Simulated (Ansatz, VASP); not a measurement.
One calculation of TlBr, two programs

```
CELL_PARAMETERS angstrom
3.94619 0.00000 0.00000
0.00000 3.94619 0.00000
0.00000 0.00000 3.94619
ATOMIC_POSITIONS crystal
Tl 0.00000 0.00000 0.00000
Br 0.50000 0.50000 0.50000
```

Alike in both runs: task single point; functional PBEsol; k mesh 4 × 4 × 4; no spin polarisation.

|  | VASP | Ansatz |
| --- | --- | --- |
| version | VASP 6.6.1 | Ansatz 0.2.0 |
| potentials or method | VASP PAW PBE potentials, release 64 (Tl_d, Br) | plane waves |
| plane-wave cutoff (eV) | 500 | 420 |
| occupations | methfessel-paxton of order 1, width 0.05 eV | cold, width 0.05 eV |
| valence electrons in the cell | 20 | 20 |

```tsv
	VASP	Ansatz	Ansatz less VASP
gap on the k mesh at the Fermi level (eV)	1.65	1.65	-0.004
pressure (GPa)	-0.5	-0.5	+0.03
```

VASP's potentials were made for PBE, not for PBEsol.

Neither program's run includes spin-orbit coupling.
